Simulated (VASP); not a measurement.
Ni, 2 atoms in the cell. The typed cell holds 2 atoms: a = 4.307 Å, b = 4.307 Å, c = 4.307 Å, α = 33.61°, β = 33.61°, γ = 33.61°. 

| Quantity | Value |
| --- | --- |
| Program | VASP 6.6.1 |
| Task | single point |
| Functional | PBE |
| Potentials or basis | VASP PAW PBE potentials, release 64 (Ni) |
| Cutoff | 520 eV |
| k mesh | 12 × 12 × 12 |
| Occupations | gaussian, width 0.1 eV |
| Spin | collinear spin, ferromagnetic start |
| Starting moments | [0.81, 0.81] μB |
| Dipole correction | no |
| Further INCAR settings | ALGO = Normal; EDIFF = 1e-06; NBANDS = 21 |

Potentials or basis: VASP PAW PBE potentials, release 64 (Ni).

Run with:

```bash
$ cat potpaw_PBE.64/Ni/POTCAR > POTCAR
$ mpirun -np 1 vasp_std > vasp.out
```

Hardware: 1 thread of Intel(R) Xeon(R) Platinum 8488C (Sapphire Rapids) (shared host).

Problem. Estimate the wall time of this run.

Solution. It took 3.1 min on 1 thread of Intel(R) Xeon(R) Platinum 8488C (Sapphire Rapids), with other jobs on the host, peak memory 0.28 GiB. Counts: scf iterations 13, k points 189.
